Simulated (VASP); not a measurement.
A run of VASP 6.6.1:

The input INCAR:

```
SYSTEM = LaYAl4
  PREC = Accurate
  ENCUT = 520
  EDIFF = 1E-6
  ISMEAR = 1
  SIGMA = 0.1
  LREAL = .False.
  LASPH = .True.
  NELM = 60
  ALGO = Normal
  ISIF = 2
  LWAVE = .False.
  LCHARG = .True.
  LELF = .True.
  LVHAR = .True.
  ISYM = 0
  NBANDS = 26
```

File KPOINTS:

```
Automatic mesh
0
Gamma
  5 5 5
  0.5 0.5 0.5
```

Contents of POSCAR:

```
LaYAl4
1.0
    0.0000000000      4.0112830000      4.0112830000
    4.0112830000      0.0000000000      4.0112830000
    4.0112830000      4.0112830000      0.0000000000
La Y Al
1 1 4
Direct
    0.2500000000      0.2500000000      0.2500000000
    0.0000000000      0.0000000000      0.0000000000
    0.6249890000      0.1250330000      0.6249890000
    0.1250330000      0.6249890000      0.6249890000
    0.6249890000      0.6249890000      0.1250330000
    0.6249890000      0.6249890000      0.6249890000
```

Potentials or basis: VASP PAW LDA potentials, release 64 (La, Y_sv, Al).

Run with:

```sh
$ cat potpaw_LDA.64/La/POTCAR potpaw_LDA.64/Y_sv/POTCAR potpaw_LDA.64/Al/POTCAR > POTCAR
$ mpirun -np 1 vasp_std > vasp.out
```

Hardware: 1 thread of Intel(R) Xeon(R) Platinum 8488C (Sapphire Rapids), with other jobs on the host.

Estimate the wall time of this run.

It took 16 min on 1 thread of Intel(R) Xeon(R) Platinum 8488C (Sapphire Rapids), on a shared host, peak memory 1 GiB. Counts: scf iterations 14, k points 252.
